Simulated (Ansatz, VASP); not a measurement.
## MgO in VASP and in Ansatz

```xyz
2
Lattice="0.0000 2.0549 2.0549 2.0549 0.0000 2.0549 2.0549 2.0549 0.0000" Properties=species:S:1:pos:R:3 pbc="T T T"
Mg    0.0000    0.0000    0.0000
O     2.0549    2.0549    2.0549
```

Change from the starting cell: mode 6 frozen in at +0.000 Å, equal normal strain along x, y and z -0.0250.

Alike in both runs: task single point; functional PBEsol; k mesh 10 × 10 × 10; occupations gaussian, width 0.05 eV; no spin polarisation.

```csv
,VASP,Ansatz
version,VASP 6.6.1,Ansatz 0.2.0
potentials or method,"VASP PAW PBE potentials, release 64 (Mg, O), cutoff 520 eV","scalar-relativistic, plane waves, PAW"
valence electrons in the cell,8,16
```

```tsv
	VASP	Ansatz	Ansatz less VASP
gap on the k mesh at the Fermi level (eV)	5.38	5.38	+0.002
least direct gap on the mesh (eV)	5.38	5.38	+0.002
pressure (GPa)	13.5	14.0	+0.50
```

VASP's potentials were made for PBE, not for PBEsol, and Ansatz warns of the same on its side. With one functional, cell and mesh, what is left measures potentials, basis and numerics. VASP's potentials hold 8 valence electrons a cell and Ansatz's 16, so a difference there can come from the potentials and not from the codes.
